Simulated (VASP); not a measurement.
# Ca in VASP: single point with PBEsol

Aim: the single point of Ca with PBEsol.

Everything below comes from runs of VASP 6.6.1. Logs are shortened: lines on timing, memory, paths and dates and some standing lists are left out, and cuts for length are marked.

**1. The cell of the first run**

The cell holds a slab with vacuum, 10 atoms: a = 3.952 Å, b = 9.679 Å, c = 28.267 Å, α = 90.00°, β = 90.00°, γ = 90.00°.

**2. Single point, PBEsol**

Contents of INCAR:

```
SYSTEM = Ca
ALGO = Normal
DIPOL = 0.5 0.5 0.496
EDIFF = 1E-6
ENCUT = 520
GGA = PS
IDIPOL = 3
ISIF = 2
ISMEAR = 0
LASPH = .TRUE.
LCHARG = .TRUE.
LDIPOL = .TRUE.
LELF = .TRUE.
LREAL = .FALSE.
LVACPOTAV = .TRUE.
LVHAR = .TRUE.
LWAVE = .FALSE.
NBANDS = 61
NELM = 80
PREC = Accurate
SIGMA = 0.1
```

Contents of KPOINTS:

```
k-points
0
G
  7 3 1
  0 0 0
```

Contents of POSCAR:

```
Ca
1.0
    3.9515955400      0.0000000000      0.0000000000
    0.0000000000      9.6793927300      0.0000000000
    0.0000000000      0.0000000000     28.2665464480
Ca
10
Direct
    0.5000000000      0.6666666700      0.3183975806
    0.0000000000      0.3333333300      0.3587536704
    0.5000000000      0.0000000000      0.3991097703
    0.0000000000      0.6666666700      0.4394658602
    0.5000000000      0.3333333300      0.4798219501
    0.0000000000      0.0036636648      0.5170378227
    0.5000000000      0.6688072660      0.5553048506
    0.0000000000      0.3360453949      0.5949536639
    0.5000000000     -0.0023142589      0.6317764100
    0.0000000000      0.6683474654      0.6670227223
```

Potentials or basis: VASP PAW PBE potentials, release 64 (Ca_sv).

Started as:

```bash
cat potpaw_PBE.64/Ca_sv/POTCAR > POTCAR
mpirun -np 1 vasp_std > vasp.out
```

OUTCAR:

```text
SYSTEM = Ca
   EDIFF = 1E-6
   ENCUT = 520
   GGA = PS
   ISIF = 2
   ISMEAR = 0
   LASPH = .TRUE.
   LREAL = .FALSE.
   NELM = 80
   PREC = Accurate

 ion  position               nearest neighbor table
   1  0.500  0.667  0.318-
   2  0.000  0.333  0.359-
   3  0.500  0.000  0.399-
   4  0.000  0.667  0.439-
   5  0.500  0.333  0.480-
   6  0.000  0.004  0.517-
   7  0.500  0.669  0.555-
   8  0.000  0.336  0.595-
   9  0.500  0.998  0.632-
  10  0.000  0.668  0.667-

  LATTYP: Found a simple orthorhombic cell.
 ALAT       =     3.9515955400
 B/A-ratio  =     2.4494897395
 C/A-ratio  =     7.1531982871

  Lattice vectors:

 A1 = (   3.9515955400,   0.0000000000,   0.0000000000)
 A2 = (   0.0000000000,   9.6793927300,   0.0000000000)
 A3 = (   0.0000000000,   0.0000000000,  28.2665464480)

Analysis of symmetry for initial positions (statically):
=====================================================================
 Subroutine PRICEL returns:
 Original cell was already a primitive cell.

 Routine SETGRP: Setting up the symmetry group for a
 simple orthorhombic supercell.

 Subroutine GETGRP returns: Found  2 space group operations
 (whereof  2 operations were pure point group operations)
 out of a pool of  8 trial point group operations.

The static configuration has the point symmetry C_1h.

Analysis of symmetry for dynamics (positions and initial velocities):
=====================================================================
 Subroutine PRICEL returns:
 Original cell was already a primitive cell.

 Routine SETGRP: Setting up the symmetry group for a
 simple orthorhombic supercell.

 Subroutine GETGRP returns: Found  2 space group operations
 (whereof  2 operations were pure point group operations)
 out of a pool of  8 trial point group operations.

The dynamic configuration has the point symmetry C_1h.

 Subroutine INISYM returns: Found  2 space group operations
 (whereof  2 operations are pure point group operations),
 and found     1 'primitive' translations

----------------------------------------------------------------------------------------

                                     Primitive cell

  volume of cell :    1081.1684

  direct lattice vectors                    reciprocal lattice vectors
     3.951595540  0.000000000  0.000000000     0.253062336  0.000000000  0.000000000
     0.000000000  9.679392730  0.000000000     0.000000000  0.103312266  0.000000000
     0.000000000  0.000000000 28.266546448     0.000000000  0.000000000  0.035377509

  length of vectors
     3.951595540  9.679392730 28.266546448     0.253062336  0.103312266  0.035377509

  position of ions in fractional coordinates (direct lattice)
     0.500000000  0.666666670  0.318397581
     0.000000000  0.333333330  0.358753670
     0.500000000  0.000000000  0.399109770
     0.000000000  0.666666670  0.439465860
     0.500000000  0.333333330  0.479821950
     0.000000000  0.003663665  0.517037823
     0.500000000  0.668807266  0.555304851
     0.000000000  0.336045395  0.594953664
     0.500000000  0.997685741  0.631776410
     0.000000000  0.668347465  0.667022722

  ion indices of the primitive-cell ions
   primitive index   ion index
                 1           1
                 2           2
                 3           3
                 4           4
                 5           5
                 6           6
                 7           7
                 8           8
                 9           9
                10          10

----------------------------------------------------------------------------------------

 KPOINTS: k-points

Automatic generation of k-mesh.
 Grid dimensions read from file:
 generate k-points for:    7    3    1

 Generating k-lattice:

  Cartesian coordinates                     Fractional coordinates (reciprocal lattice)
     0.036151762  0.000000000  0.000000000     0.142857143  0.000000000  0.000000000
     0.000000000  0.034437422  0.000000000     0.000000000  0.333333333  0.000000000
     0.000000000  0.000000000  0.035377509     0.000000000  0.000000000  1.000000000

  Length of vectors
     0.036151762  0.034437422  0.035377509

  Shift w.r.t. Gamma in fractional coordinates (k-lattice)
     0.000000000  0.000000000  0.000000000

 Subroutine IBZKPT returns following result:
 ===========================================

 Found      8 irreducible k-points:

 Following reciprocal coordinates:
            Coordinates               Weight
  0.000000  0.000000  0.000000      1.000000
  0.142857  0.000000  0.000000      2.000000
  0.285714  0.000000  0.000000      2.000000
  0.428571  0.000000  0.000000      2.000000
  0.000000  0.333333  0.000000      2.000000
  0.142857  0.333333  0.000000      4.000000
  0.285714  0.333333  0.000000      4.000000
  0.428571  0.333333  0.000000      4.000000
   k-points           NKPTS =      8   k-points in BZ     NKDIM =      8   number of bands    NBANDS=     61
   number of dos      NEDOS =    301   number of ions     NIONS =     10
   total plane-waves  NPLWV = 453600
   dimension x,y,z NGX =    30 NGY =   72 NGZ =  210
   dimension x,y,z NGXF=    60 NGYF=  144 NGZF=  420
   ions per type =              10
   NGX,Y,Z   is equivalent  to a cutoff of  12.62, 12.37, 12.35 a.u.
   NGXF,Y,Z  is equivalent  to a cutoff of  25.24, 24.73, 24.70 a.u.
 SYSTEM =  Ca
   PREC   = accura    normal or accurate (medium, high low for compatibility)
   ISTART =      0    job   : 0-new  1-cont  2-samecut
   ICHARG =      2    charge: 1-file 2-atom 10-const
   ISPIN  =      1    spin polarized calculation?
   LNONCOLLINEAR =      F non collinear calculations
   LSORBIT =      F    spin-orbit coupling
   LASPH  =      T    aspherical Exc in radial PAW
   ENCUT  =  520.0 eV  38.22 Ry    6.18 a.u.   7.35 18.00 52.56*2*pi/ulx,y,z
   NELM   =     80;   NELMIN=  2; NELMDL= -5     # of ELM steps
   EDIFF  = 0.1E-05   stopping-criterion for ELM
   LREAL  =      F    real-space projection
   EDIFFG = 0.1E-04   stopping-criterion for IOM
   NSW    =      0    number of steps for IOM
   IBRION =     -1    ionic relax: 0-MD 1-quasi-New 2-CG
   NFREE  =      0    steps in history (QN), initial steepest desc. (CG)
   ISIF   =      2    stress and relaxation
   ISYM   =      2    0-nonsym 1-usesym 2-fastsym
   POTIM  = 0.5000    time-step for ionic-motion
   TEBEG  =    0.0;   TEEND  =   0.0 temperature during run
   PSTRESS=    0.0 pullay stress
   NELECT =     100.0000    total number of electrons
   NUPDOWN=      -1.0000    fix difference up-down
   EMIN   =  10.00;   EMAX   =-10.00  energy-range for DOS
   EFERMI =   0.00;   METHOD = LEGACY
   ISMEAR =     0;   SIGMA  =   0.10  broadening in eV -4-tet -1-fermi 0-gaus
   EFERMI_NEDOS =   21; number of points for ismear=-14 and -15
   IALGO  =     38    algorithm
   IMIX   =      4    mixing-type and parameters
     AMIX     =   0.40;   BMIX     =  1.00
     AMIX_MAG =   1.60;   BMIX_MAG =  1.00
  volume/ion in A,a.u.               =     108.12       729.61
  Fermi-wavevector in a.u.,A,eV,Ry     =   0.740361  1.399080  7.457828  0.548135
  Thomas-Fermi vector in A             =   1.834745
   LORBIT       =      0    0 simple, 1 ext, 2 COOP (PROOUT), +10 PAW based schemes
   GGA     = PS    functional components
   LHFCALC =     F    Hartree Fock is set to
   AEXX    =    0.0000 exact exchange contribution
   IVDW    =     0    specifies the selected vdW correction
   LEPSILON=     F    determine dielectric tensor
   LRPA    =     F    only Hartree local field effects (RPA)
 non-spin polarized calculation
 Gauss-broadening in eV      SIGMA  =   0.10
  energy-cutoff  :      520.00
  volume of cell :     1081.17
 maximum number of plane-waves:     29193
 NGX is ok and might be reduce to    30
   NGX = 15   NGY = 35   NGZ =105

 number of electron     100.0000000 magnetization

 dipolmoment           0.000000      0.000000      0.005624 electrons x Angstroem

 number of electron      99.9999992 magnetization

 dipolmoment           0.000000      0.000000     -0.002542 electrons x Angstroem

 Free energy of the ion-electron system (eV)
  ---------------------------------------------------
  ext. energy  EPLUGINS =         0.00000000
  ---------------------------------------------------
  free energy    TOTEN  =       -18.63359683 eV

  energy without entropy =      -18.56880766  energy(sigma->0) =      -18.60120225

 E-fermi :  -0.8370     XC(G=0):  -3.7097

 val. band max:       -0.8914094989   @ k =   0.4286   0.3333   0.0000
 cond. band min:      -0.8349062776   @ k =   0.0000   0.3333   0.0000
 fundamental gap:      0.0565032213
 Fermi energy:        -0.8370109020

 k-point     1 :       0.0000    0.0000    0.0000
  band No.  band energies     occupation
      1     -43.5578      2.00000
      2     -43.3867      2.00000
      3     -43.1968      2.00000
      4     -43.1053      2.00000
      5     -43.0072      2.00000
      6     -42.9575      2.00000
[... 53 lines left out ...]
     60       0.2035      0.00000
     61       0.2186      0.00000

 k-point     2 :       0.1429    0.0000    0.0000
  band No.  band energies     occupation
      1     -43.5571      2.00000
      2     -43.3860      2.00000
      3     -43.1961      2.00000
      4     -43.1046      2.00000
      5     -43.0065      2.00000
      6     -42.9567      2.00000
[... 53 lines left out ...]
     60       0.1742      0.00000
     61       0.2066      0.00000

 k-point     3 :       0.2857    0.0000    0.0000
  band No.  band energies     occupation
      1     -43.5555      2.00000
      2     -43.3843      2.00000
      3     -43.1944      2.00000
      4     -43.1029      2.00000
      5     -43.0048      2.00000
      6     -42.9551      2.00000
[... 309 lines left out ...]
     60       0.0179      0.00000
     61       0.1434      0.00000

 k-point     8 :       0.4286    0.3333    0.0000
  band No.  band energies     occupation
      1     -43.5542      2.00000
      2     -43.3830      2.00000
      3     -43.1931      2.00000
      4     -43.1016      2.00000
      5     -43.0035      2.00000
      6     -42.9537      2.00000
[... 53 lines left out ...]
     60      -0.1291      0.00000
     61      -0.0770      0.00000

------------------------ aborting loop because EDIFF is reached ----------------------------------------

  FORCE on cell =-STRESS in cart. coord.  units (eV):
  Direction    XX          YY          ZZ          XY          YZ          ZX
  --------------------------------------------------------------------------------------
  -------------------------------------------------------------------------------------
  Total       -3.1724845     -3.0121983     -1.4767267      0.0000000     -0.1609712      0.0000000
  in kB       -4.7012868     -4.4637596     -2.1883530      0.0000000     -0.2385422      0.0000000
  external PRESSURE =      -3.7844664 kB  Pullay stress =       0.0000000 kB

 VOLUME and BASIS-vectors are now :
 -----------------------------------------------------------------------------
  energy-cutoff  :      520.00
  volume of cell :     1081.17
      direct lattice vectors                 reciprocal lattice vectors
     3.951595540  0.000000000  0.000000000     0.253062336  0.000000000  0.000000000
     0.000000000  9.679392730  0.000000000     0.000000000  0.103312266  0.000000000
     0.000000000  0.000000000 28.266546448     0.000000000  0.000000000  0.035377509

 POSITION                                       TOTAL-FORCE (eV/Angst)
 -----------------------------------------------------------------------------------
      1.97580      6.45293      9.00000         0.000000      0.002184      0.282341
      0.00000      3.22646     10.14073         0.000000      0.093239      0.120759
      1.97580      0.00000     11.28145         0.000000     -0.045203      0.021163
      0.00000      6.45293     12.42218         0.000000     -0.018617     -0.245118
      1.97580      3.22646     13.56291         0.000000     -0.041901     -0.212224
      0.00000      0.03546     14.61487         0.000000     -0.001226      0.002115
      1.97580      6.47365     15.69655         0.000000      0.001126      0.017623
      0.00000      3.25272     16.81729         0.000000      0.003736      0.012029
      1.97580      9.65699     17.85814         0.000000      0.004306      0.000892
      0.00000      6.46920     18.85443         0.000000      0.002358      0.000420
 -----------------------------------------------------------------------------------
    total drift:                                0.000000      0.000253     -0.000065

  FREE ENERGIE OF THE ION-ELECTRON SYSTEM (eV)
  ---------------------------------------------------
  free  energy   TOTEN  =       -18.6335968326 eV

  energy  without entropy=      -18.5688076629  energy(sigma->0) =      -18.60120225

 vacuum level on the upper side and lower side of the slab         1.930         1.942
```

Wall time 48 min (1 thread of Intel Xeon 8259CL, shared host); peak memory 1 GiB.

Results:

```
Free energy            : -18.6336 eV
Largest force          : 0.282 eV/Å
Band gap on the k mesh : zero (bands 50 and 51 overlap by 0.11 eV)
```

Forces in eV/Å, atoms in the order of the input:
```
Ca   0.000  0.002  0.282
Ca   0.000  0.093  0.121
Ca   0.000 -0.045  0.021
Ca   0.000 -0.019 -0.245
Ca   0.000 -0.042 -0.212
Ca   0.000 -0.001  0.002
Ca   0.000  0.001  0.018
Ca   0.000  0.004  0.012
Ca   0.000  0.004  0.001
Ca   0.000  0.002  0.000
```

Caveat: the PAW data sets were made with another functional, which shifts forces and pressure a little.

The gap in the log of VASP goes by the Fermi energy; the results here count the filled bands.